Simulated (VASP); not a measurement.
BaTiO3:

```xyz
5
Lattice="2.8277 1.6326 2.3177 -2.8277 1.6326 2.3177 0.0000 -3.2651 2.3177" Properties=species:S:1:pos:R:3 pbc="T T T"
Ba    0.0000    0.0000    0.0000
Ti    0.0000    0.0000    3.5739
O     0.0000   -1.5996    4.5536
O    -1.3853    0.7998    4.5536
O     1.3853    0.7998    4.5536
```

Base run:

- Program: VASP 6.6.1
- Functional: PBE
- Potentials or basis: VASP PAW PBE potentials, release 64 (Ba_sv, Ti_sv, O_h)
- Cutoff: 910 eV
- k mesh: 6 × 6 × 6
- Occupations: gaussian, width 0.02 eV
- Spin: no spin polarisation

Its results: band gap on the k mesh 2.36 eV, indirect (least direct gap 2.74 eV); pressure 6.4 GPa; largest force 0.197 eV/Å.

Question: The run is repeated on the same cell with these changes: potentials or basis from VASP PAW PBE potentials, release 64 (Ba_sv, Ti_sv, O_h) to VASP PAW PBE potentials, release 64 (Ba_sv, Ti_sv, O); cutoff from 910 eV to 520 eV. What comes out?

Answer: Band gap on the k mesh 2.35 eV, indirect (least direct gap 2.74 eV); pressure 6.8 GPa; largest force 0.213 eV/Å.

Caveats: spin-orbit coupling is left out, which moves the levels of the heavy elements; the cutoff is under 1.25 times the usual one of these potentials, so pressure, stress and relaxed cells hold a basis-set (Pulay) error (some runs).

A k mesh can miss the band edges.
